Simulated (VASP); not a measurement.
Input of a VASP 6.6.1 run:

File INCAR:

```
SYSTEM = Pb
ALGO     = Normal         ! electronic algorithm
EDIFF    = 1E-6           ! SCF threshold, eV
EDIFFG   = -0.02          ! ionic threshold
ENCUT    = 600            ! plane-wave cutoff, eV
GGA      = PS             ! functional
IBRION   = 2              ! ionic algorithm
ISIF     = 3              ! what is computed and relaxed
ISMEAR   = 1              ! smearing method
LASPH    = .True.         ! aspherical terms in the spheres
LCHARG   = .False.        ! write CHGCAR
LREAL    = .False.        ! projectors in reciprocal space
LWAVE    = .False.        ! write WAVECAR
NELM     = 60             ! most SCF steps
NSW      = 80             ! ionic steps
PREC     = Accurate       ! precision mode
PSTRESS  = 400.0        
SIGMA    = 0.05           ! smearing width, eV
```

Contents of KPOINTS:

```
k-points
0
Gamma
  15 15 15
  0 0 0
```

File POSCAR:

```
Pb
1.0
    0.0000000000      2.4750200000      2.4750200000
    2.4750200000      0.0000000000      2.4750200000
    2.4750200000      2.4750200000      0.0000000000
Pb
1
Direct
    0.0000000000      0.0000000000      0.0000000000
```

Potentials or basis: VASP PAW PBE potentials, release 64 (Pb_d).

The run is started by

```bash
$ cat potpaw_PBE.64/Pb_d/POTCAR > POTCAR
$ mpirun -np 1 vasp_std > vasp.out
```

Question: What does it give for the space group after relaxing (to 0.1 Å)?

Answer: Fm-3m (No. 225).

Question: What does it give for the band gap on the k mesh?

Answer: Zero (bands 7 and 8 overlap by 12.02 eV).

Question: Estimate the relaxed cell.

Answer: a = 3.101 Å, b = 3.101 Å, c = 3.101 Å, α = 60.00°, β = 60.00°, γ = 60.00°.

The path:
```csv
step,energy change (eV),largest force (eV/Å),pressure (GPa),volume (Å³)
1,0.0000,0.0000,-0.59,30.32
2,35.6512,0.0000,1849.28,7.56
3,0.0311,0.0000,4.80,27.62
4,0.1203,0.0000,10.67,25.74
5,1.0466,0.0000,50.56,20.15
6,0.7317,0.0000,37.83,21.30
7,0.7822,0.0000,39.86,21.09
```

Caveat: the cell is relaxed towards a set pressure, so the run minimises the enthalpy, not the energy; the volume moved by over 15 % at a fixed basis, so the end points are rough; the PAW data sets were made with another functional, which shifts forces and pressure a little; spin-orbit coupling is left out, which moves the levels of the heavy elements.
